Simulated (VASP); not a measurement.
A run of VASP 6.6.1 is set up as follows.

INCAR

```
PREC = Accurate ; ENCUT = 520
EDIFF = 1E-6 ; ISMEAR = -1
SIGMA = 0.05 ; LREAL = F
LASPH = T ; NELM = 60
ALGO = Fast ; ISIF = 2
LWAVE = F ; LCHARG = F
GGA = PS ; NBANDS = 11
```

The input KPOINTS:

```
regular mesh
0
Gamma
  12 12 12
```

The input POSCAR:

```
Pt
1.0
   -1.5513812471      1.5513812471      1.5513812471
    1.5513812471     -1.5513812471      1.5513812471
    1.5513812471      1.5513812471     -1.5513812471
Pt
1
Direct
    0.0000000000      0.0000000000      0.0000000000
```

Potentials or basis: VASP PAW PBE potentials, release 64 (Pt).

Run with:

```console
$ cat potpaw_PBE.64/Pt/POTCAR > POTCAR
$ mpirun -np 1 vasp_std > vasp.out
```

(1) Estimate the band gap on the k mesh.

(2) Predict the pressure.

Answers

(1) zero (band 5 reaches 12.20 eV, above the bottom of band 6 at 9.81 eV).

(2) 4.6 GPa.

Caveat: the PAW data sets were made with another functional, which shifts forces and pressure a little; spin-orbit coupling is left out, which moves the levels of the heavy elements.
